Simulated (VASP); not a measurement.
Input of a VASP 6.6.1 run:

Contents of INCAR:

```
SYSTEM = SiGe2
  ALGO = Normal
  EDIFF = 1E-6
  ENCUT = 520
  GGA = PE
  ISIF = 2
  ISMEAR = 0
  LASPH = .TRUE.
  LCHARG = .TRUE.
  LELF = .TRUE.
  LREAL = .FALSE.
  LVHAR = .TRUE.
  LWAVE = .FALSE.
  NBANDS = 23
  NELM = 60
  PREC = Accurate
  SIGMA = 0.1
```

Contents of KPOINTS:

```
k-points
0
G
  8 8 8
  0 0 0
```

The input POSCAR:

```
SiGe2
1.0
   -1.4687026200      1.4687026200      6.2311775000
    1.4687026200     -1.4687026200      6.2311775000
    1.4687026200      1.4687026200     -6.2311775000
Si Ge
1 2
Direct
    0.5000000000      0.5000000000      0.0000000000
    0.8333333300      0.8333333300      0.0000000000
    0.1666666700      0.1666666700      0.0000000000
```

Potentials or basis: VASP PAW PBE potentials, release 64 (Si, Ge_d).

Command:

```sh
$ cat potpaw_PBE.64/Si/POTCAR potpaw_PBE.64/Ge_d/POTCAR > POTCAR
$ mpirun -np 1 vasp_std > vasp.out
```

Problem. Estimate the band gap on the k mesh.

Solution. Zero (bands 16 and 17 overlap by 6.09 eV).

Problem. What does it give for the largest force?

Solution. 0.479 eV/Å.

Problem. What does it give for the pressure?

Solution. 1.1 GPa.

Stress tensor (GPa, compression positive):
```
0.48 0.00 0.00
0.00 0.48 0.00
0.00 0.00 2.24
```
